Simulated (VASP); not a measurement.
# Cu (P2/m) in VASP: further runs

The runs below take Cu through single point, with LDA.

Program: VASP 6.6.1. These are calculated values, not measurements. Logs are shortened: lines on timing, memory, paths and dates and some standing lists are left out, and cuts for length are marked.

**1. The cell of the first run**

The structure is monoclinic, space group P2/m (No. 10). The conventional cell has a = 11.570 Å, b = 2.238 Å, c = 22.224 Å, α = 90.00°, β = 101.93°, γ = 90.00°. Cu (site symmetry 2/m) has 2 Cu at 2.24 Å within 3.0 Å.

**2. Single point, LDA**

Input file INCAR:

```
SYSTEM = Cu
  ALGO = Normal
  EDIFF = 1E-6
  ENCUT = 600
  GGA = CA
  GGA_COMPAT = .False.
  ISIF = 2
  ISMEAR = 1
  LASPH = .True.
  LCHARG = .True.
  LELF = .True.
  LREAL = .False.
  LVHAR = .True.
  LWAVE = .False.
  NBANDS = 12
  NELM = 120
  PREC = Accurate
  SIGMA = 0.1
```

Input file KPOINTS:

```
k-points
0
Gamma
  1 3 1
  0 0 0
```

Input file POSCAR:

```
Cu
1.0
   11.5702540000      0.0000000000      0.0000000000
    0.0000000000      2.2382120000      0.0000000000
   -4.5956233005      0.0000000000     21.7433887645
Cu
1
Direct
    0.5000000000      0.5000000000      0.5000000000
```

Potentials or basis: VASP PAW LDA potentials, release 64 (Cu).

Run with:

```sh
> cat potpaw_LDA.64/Cu/POTCAR > POTCAR
> mpirun -np 1 vasp_std > vasp.out
```

OUTCAR:

```text
SYSTEM = Cu
   EDIFF = 1E-6
   ENCUT = 600
   GGA = CA
   ISIF = 2
   ISMEAR = 1
   LASPH = .True.
   LREAL = .False.
   NELM = 120
   PREC = Accurate

 ion  position               nearest neighbor table
   1  0.500  0.500  0.500-

  LATTYP: Found a simple monoclinic cell.
 ALAT       =    11.5702540000
 B/A-ratio  =     0.1934453643
 C/A-ratio  =     1.9207652658
 COS(beta)  =    -0.2067889062

  Lattice vectors:

 A1 = (  11.5702540000,   0.0000000000,   0.0000000000)
 A2 = (   0.0000000000,   2.2382120000,   0.0000000000)
 A3 = (  -4.5956233005,   0.0000000000,  21.7433887645)

Analysis of symmetry for initial positions (statically):
=====================================================================
 Subroutine PRICEL returns:
 Original cell was already a primitive cell.

 Routine SETGRP: Setting up the symmetry group for a
 simple monoclinic supercell.

 Subroutine GETGRP returns: Found  4 space group operations
 (whereof  4 operations were pure point group operations)
 out of a pool of  4 trial point group operations.

The static configuration has the point symmetry C_2h.

Analysis of symmetry for dynamics (positions and initial velocities):
=====================================================================
 Subroutine PRICEL returns:
 Original cell was already a primitive cell.

 Routine SETGRP: Setting up the symmetry group for a
 simple monoclinic supercell.

 Subroutine GETGRP returns: Found  4 space group operations
 (whereof  4 operations were pure point group operations)
 out of a pool of  4 trial point group operations.

The dynamic configuration has the point symmetry C_2h.

 Subroutine INISYM returns: Found  4 space group operations
 (whereof  4 operations are pure point group operations),
 and found     1 'primitive' translations

----------------------------------------------------------------------------------------

                                     Primitive cell

  volume of cell :     563.0816

  direct lattice vectors                    reciprocal lattice vectors
    11.570254000  0.000000000  0.000000000     0.086428526  0.000000000  0.018267297
     0.000000000  2.238212000  0.000000000     0.000000000  0.446785202  0.000000000
    -4.595623300  0.000000000 21.743388765     0.000000000  0.000000000  0.045990991

  length of vectors
    11.570254000  2.238212000 22.223742000     0.088337898  0.446785202  0.045990991

  position of ions in fractional coordinates (direct lattice)
     0.500000000  0.500000000  0.500000000

  ion indices of the primitive-cell ions
   primitive index   ion index
                 1           1

----------------------------------------------------------------------------------------

 KPOINTS: k-points

Automatic generation of k-mesh.
 Grid dimensions read from file:
 generate k-points for:    1    3    1

 Generating k-lattice:

  Cartesian coordinates                     Fractional coordinates (reciprocal lattice)
     0.086428526  0.000000000  0.018267297     1.000000000  0.000000000  0.000000000
     0.000000000  0.148928401  0.000000000     0.000000000  0.333333333  0.000000000
     0.000000000  0.000000000  0.045990991     0.000000000  0.000000000  1.000000000

  Length of vectors
     0.088337898  0.148928401  0.045990991

  Shift w.r.t. Gamma in fractional coordinates (k-lattice)
     0.000000000  0.000000000  0.000000000

 Subroutine IBZKPT returns following result:
 ===========================================

 Found      2 irreducible k-points:

 Following reciprocal coordinates:
            Coordinates               Weight
  0.000000  0.000000  0.000000      1.000000
  0.000000  0.333333  0.000000      2.000000
   k-points           NKPTS =      2   k-points in BZ     NKDIM =      2   number of bands    NBANDS=     12
   number of dos      NEDOS =    301   number of ions     NIONS =      1
   total plane-waves  NPLWV = 311040
   dimension x,y,z NGX =    96 NGY =   18 NGZ =  180
   dimension x,y,z NGXF=   192 NGYF=   36 NGZF=  360
   ions per type =               1
   NGX,Y,Z   is equivalent  to a cutoff of  13.79, 13.37, 13.46 a.u.
   NGXF,Y,Z  is equivalent  to a cutoff of  27.59, 26.74, 26.93 a.u.
 SYSTEM =  Cu
   PREC   = accura    normal or accurate (medium, high low for compatibility)
   ISTART =      0    job   : 0-new  1-cont  2-samecut
   ICHARG =      2    charge: 1-file 2-atom 10-const
   ISPIN  =      1    spin polarized calculation?
   LNONCOLLINEAR =      F non collinear calculations
   LSORBIT =      F    spin-orbit coupling
   LASPH  =      T    aspherical Exc in radial PAW
   ENCUT  =  600.0 eV  44.10 Ry    6.64 a.u.  23.11  4.47 44.39*2*pi/ulx,y,z
   NELM   =    120;   NELMIN=  2; NELMDL= -5     # of ELM steps
   EDIFF  = 0.1E-05   stopping-criterion for ELM
   LREAL  =      F    real-space projection
   EDIFFG = 0.1E-04   stopping-criterion for IOM
   NSW    =      0    number of steps for IOM
   IBRION =     -1    ionic relax: 0-MD 1-quasi-New 2-CG
   NFREE  =      0    steps in history (QN), initial steepest desc. (CG)
   ISIF   =      2    stress and relaxation
   ISYM   =      2    0-nonsym 1-usesym 2-fastsym
   POTIM  = 0.5000    time-step for ionic-motion
   TEBEG  =    0.0;   TEEND  =   0.0 temperature during run
   PSTRESS=    0.0 pullay stress
   NELECT =      11.0000    total number of electrons
   NUPDOWN=      -1.0000    fix difference up-down
   EMIN   =  10.00;   EMAX   =-10.00  energy-range for DOS
   EFERMI =   0.00;   METHOD = LEGACY
   ISMEAR =     1;   SIGMA  =   0.10  broadening in eV -4-tet -1-fermi 0-gaus
   EFERMI_NEDOS =   21; number of points for ismear=-14 and -15
   IALGO  =     38    algorithm
   IMIX   =      4    mixing-type and parameters
     AMIX     =   0.40;   BMIX     =  1.00
     AMIX_MAG =   1.60;   BMIX_MAG =  1.00
  volume/ion in A,a.u.               =     563.08      3799.86
  Fermi-wavevector in a.u.,A,eV,Ry     =   0.440909  0.833197  2.644978  0.194400
  Thomas-Fermi vector in A             =   1.415886
   LORBIT       =      0    0 simple, 1 ext, 2 COOP (PROOUT), +10 PAW based schemes
   GGA     = CA    functional components
   LHFCALC =     F    Hartree Fock is set to
   AEXX    =    0.0000 exact exchange contribution
   IVDW    =     0    specifies the selected vdW correction
   LEPSILON=     F    determine dielectric tensor
   LRPA    =     F    only Hartree local field effects (RPA)
 non-spin polarized calculation
 Methfessel and Paxton  Order N= 1 SIGMA  =   0.10
  energy-cutoff  :      600.00
  volume of cell :      563.08
 maximum number of plane-waves:     18921
 NGX is ok and might be reduce to    96
   NGX = 47   NGY =  9   NGZ = 89

 number of electron      11.0000000 magnetization

 Free energy of the ion-electron system (eV)
  ---------------------------------------------------
  ext. energy  EPLUGINS =         0.00000000
  ---------------------------------------------------
  free energy    TOTEN  =        -1.48904287 eV

  energy without entropy =       -1.47528906  energy(sigma->0) =       -1.48445826

 E-fermi :  -4.0776     XC(G=0):  -0.7583

 val. band max:       -4.7505844085   @ k =   0.0000   0.0000   0.0000
 cond. band min:      -4.0464730043   @ k =   0.0000   0.3333   0.0000
 fundamental gap:      0.7041114042
 Fermi energy:        -4.0776273021

 k-point     1 :       0.0000    0.0000    0.0000
  band No.  band energies     occupation
      1      -8.4480      2.00000
      2      -6.1072      2.00000
      3      -5.7883      2.00000
      4      -5.7883      2.00000
      5      -4.7506      2.00000
      6      -4.7506      2.00000
      7      -2.2595     -0.00000
      8      -2.2537     -0.00000
      9       0.0287      0.00000
     10       0.4345      0.00000
     11       0.5208      0.00000
     12       0.9577      0.00000

 k-point     2 :       0.0000    0.3333    0.0000
  band No.  band energies     occupation
      1      -6.3137      2.00000
      2      -6.3137      2.00000
      3      -5.4503      2.00000
      4      -5.4503      2.00000
      5      -5.3742      2.00000
      6      -4.0465      0.50000
      7       1.5857      0.00000
      8       1.5972      0.00000
      9       3.2964      0.00000
     10       3.7522      0.00000
     11       3.8909      0.00000
     12       4.2547      0.00000

------------------------ aborting loop because EDIFF is reached ----------------------------------------

  FORCE on cell =-STRESS in cart. coord.  units (eV):
  Direction    XX          YY          ZZ          XY          YZ          ZX
  --------------------------------------------------------------------------------------
  -------------------------------------------------------------------------------------
  Total       -0.0059752      1.6043824     -0.0027465      0.0000000      0.0000000      0.0000691
  in kB       -0.0170015      4.5650668     -0.0078149      0.0000000      0.0000000      0.0001966
  external PRESSURE =       1.5134168 kB  Pullay stress =       0.0000000 kB

 VOLUME and BASIS-vectors are now :
 -----------------------------------------------------------------------------
  energy-cutoff  :      600.00
  volume of cell :      563.08
      direct lattice vectors                 reciprocal lattice vectors
    11.570254000  0.000000000  0.000000000     0.086428526  0.000000000  0.018267297
     0.000000000  2.238212000  0.000000000     0.000000000  0.446785202  0.000000000
    -4.595623300  0.000000000 21.743388765     0.000000000  0.000000000  0.045990991

 POSITION                                       TOTAL-FORCE (eV/Angst)
 -----------------------------------------------------------------------------------
      3.48732      1.11911     10.87169         0.000000      0.000000      0.000000
 -----------------------------------------------------------------------------------
    total drift:                                0.000000     -0.000000     -0.000000

  FREE ENERGIE OF THE ION-ELECTRON SYSTEM (eV)
  ---------------------------------------------------
  free  energy   TOTEN  =        -1.4890428669 eV

  energy  without entropy=       -1.4752890564  energy(sigma->0) =       -1.48445826
```

Wall time 79 s (1 thread of Intel Xeon 8259CL, shared host); peak memory 0.43 GiB.

What came out:

| Property | Result |
| --- | --- |
| Free energy | -1.4890 eV |
| Pressure | 0.2 GPa |

Stress tensor (GPa, compression positive):
```
0.00 0.00 0.00
0.00 0.46 0.00
0.00 0.00 0.00
```

Levels at points of the mesh, in eV from the Fermi level:
```
           k point  band 3  band 4  band 5  band 6  band 7  band 8
(0.00, 0.00, 0.00)   -1.71   -1.71   -0.67   -0.67    1.82    1.82
```

Caveat: the k points lie up to 0.94 Å⁻¹ apart.

**3. Single point, LDA**

Input file INCAR:

```
PREC     = Accurate       # precision mode
ENCUT    = 600            # plane-wave cutoff, eV
EDIFF    = 1E-6           # SCF threshold, eV
ISMEAR   = 1              # smearing method
SIGMA    = 0.1            # smearing width, eV
LREAL    = False          # projectors in reciprocal space
LASPH    = True           # aspherical terms in the spheres
NELM     = 120            # most SCF steps
ALGO     = Normal         # electronic algorithm
ISIF     = 2              # what is computed and relaxed
LWAVE    = False          # write WAVECAR
LCHARG   = False          # write CHGCAR
NBANDS   = 12             # bands
GGA_COMPAT= False
```

Input file KPOINTS:

```
Automatic mesh
0
Gamma
  1 5 1
```

POSCAR is that of step 2.

Potentials or basis: VASP PAW LDA potentials, release 64 (Cu).

Run with:

```sh
> cat potpaw_LDA.64/Cu/POTCAR > POTCAR
> mpirun -np 1 vasp_std > vasp.out
```

OUTCAR:

```text
PREC = Accurate
   ENCUT = 600
   EDIFF = 1E-6
   ISMEAR = 1
   LREAL = False
   LASPH = True
   NELM = 120
   ISIF = 2

 ion  position               nearest neighbor table
   1  0.500  0.500  0.500-

  LATTYP: Found a simple monoclinic cell.
 ALAT       =    11.5702540000
 B/A-ratio  =     0.1934453643
 C/A-ratio  =     1.9207652658
 COS(beta)  =    -0.2067889062

  Lattice vectors:

 A1 = (  11.5702540000,   0.0000000000,   0.0000000000)
 A2 = (   0.0000000000,   2.2382120000,   0.0000000000)
 A3 = (  -4.5956233005,   0.0000000000,  21.7433887645)

Analysis of symmetry for initial positions (statically):
=====================================================================
 Subroutine PRICEL returns:
 Original cell was already a primitive cell.

 Routine SETGRP: Setting up the symmetry group for a
 simple monoclinic supercell.

 Subroutine GETGRP returns: Found  4 space group operations
 (whereof  4 operations were pure point group operations)
 out of a pool of  4 trial point group operations.

The static configuration has the point symmetry C_2h.

[... 145 lines left out ...]
  band No.  band energies     occupation
      1      -9.3195      2.00000
      2      -6.7861      2.00000
      3      -6.7861      2.00000
      4      -6.7756      2.00000
      5      -6.0361      1.41049
      6      -6.0360      1.40810
      7      -2.4191      0.00000
      8      -2.4147      0.00000
      9       0.0311      0.00000
     10       0.4403      0.00000
     11       0.4994      0.00000
     12       0.9870      0.00000
[... 16 lines left out ...]
 k-point     3 :       0.0000    0.4000    0.0000
  band No.  band energies     occupation
      1      -7.6871      2.00000
      2      -7.6870      2.00000
      3      -6.4242      2.00000
      4      -6.4242      2.00000
      5      -6.2015      2.02147
      6      -3.0075      0.00000
      7       2.8620      0.00000
      8       2.8701      0.00000
      9       3.9870      0.00000
     10       4.9413      0.00000
     11       5.2683      0.00000
     12       5.3274      0.00000

------------------------ aborting loop because EDIFF is reached ----------------------------------------

  FORCE on cell =-STRESS in cart. coord.  units (eV):
  Direction    XX          YY          ZZ          XY          YZ          ZX
  --------------------------------------------------------------------------------------
  -------------------------------------------------------------------------------------
  Total       -0.0016725     -0.6458204      0.0011798      0.0000000      0.0000000      0.0000279
  in kB       -0.0047590     -1.8376001      0.0033570      0.0000000      0.0000000      0.0000794
  external PRESSURE =      -0.6130007 kB  Pullay stress =       0.0000000 kB

 VOLUME and BASIS-vectors are now :
 -----------------------------------------------------------------------------
  energy-cutoff  :      600.00
  volume of cell :      563.08
      direct lattice vectors                 reciprocal lattice vectors
    11.570254000  0.000000000  0.000000000     0.086428526  0.000000000  0.018267297
     0.000000000  2.238212000  0.000000000     0.000000000  0.446785202  0.000000000
    -4.595623300  0.000000000 21.743388765     0.000000000  0.000000000  0.045990991

 POSITION                                       TOTAL-FORCE (eV/Angst)
 -----------------------------------------------------------------------------------
      3.48732      1.11911     10.87169        -0.000000      0.000000      0.000000
 -----------------------------------------------------------------------------------
    total drift:                                0.000000     -0.000000     -0.000000

  FREE ENERGIE OF THE ION-ELECTRON SYSTEM (eV)
  ---------------------------------------------------
  free  energy   TOTEN  =        -2.1685166662 eV

  energy  without entropy=       -2.1660769685  energy(sigma->0) =       -2.16770343
```

OSZICAR:

```text
N       E                     dE             d eps       ncg     rms          rms(c)
DAV:   1     0.676954750944E+02    0.67695E+02   -0.32324E+03    72   0.629E+02
DAV:   2     0.172445417659E+01   -0.65971E+02   -0.49399E+02    76   0.139E+02
DAV:   3    -0.233005706572E+01   -0.40545E+01   -0.39628E+01   112   0.267E+01
[... 18 lines left out ...]
DAV:  22    -0.216851126507E+01    0.30999E-05   -0.67829E-05    76   0.481E-02    0.995E-03
DAV:  23    -0.216851575342E+01   -0.44883E-05   -0.40800E-05    76   0.440E-02    0.141E-02
DAV:  24    -0.216851433413E+01    0.14193E-05   -0.18643E-05    76   0.313E-02    0.367E-03
DAV:  25    -0.216851710735E+01   -0.27732E-05   -0.10686E-05    72   0.261E-02    0.811E-03
DAV:  26    -0.216851666616E+01    0.44118E-06   -0.35712E-06    76   0.166E-02
   1 F= -.21685167E+01 E0= -.21677034E+01  d E =-.243970E-02
```

It took 1.7 min on 1 thread of Intel Xeon 8259CL, shared host; peak memory 0.44 GiB.

What came out:

```yaml
Free_energy: -2.1685 eV
Pressure: -0.1 GPa
```

Caveat: the k points lie up to 0.56 Å⁻¹ apart.
